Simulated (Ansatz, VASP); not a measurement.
**TiN in VASP and in Ansatz**

```
Ti N
1.0
     0.00000    1.86953    1.86953
     1.86953    0.00000    1.86953
     1.86953    1.86953    0.00000
Ti N
1 1
Direct
  0.00000 0.00000 0.00000
  0.50000 0.50000 0.50000
```

Change from the starting cell: volume scaled by 0.72, LAPW.

Alike in both runs: task single point; functional LDA; k mesh 17 × 17 × 17; occupations fermi-dirac, width 0.08 eV; no spin polarisation.

|  | VASP | Ansatz |
| --- | --- | --- |
| version | VASP 6.6.1 | Ansatz 0.2.0 |
| potentials or method | VASP PAW LDA potentials, release 64 (Ti_sv, N), cutoff 520 eV | all-electron LAPW, scalar-relativistic |

|  | VASP | Ansatz | Ansatz less VASP |
| --- | --- | --- | --- |
| pressure (GPa) | 209.6 | 208.4 | -1.21 |

LDA's correlation is that of Perdew and Zunger in VASP and of Perdew and Wang (1992) in Ansatz. Both programs put the cell under a high pressure, so it lies far from rest at this level. Ansatz ran all-electron here, and VASP with PAW potentials.

Noted on VASP's run: the cell as given lies far from equilibrium.
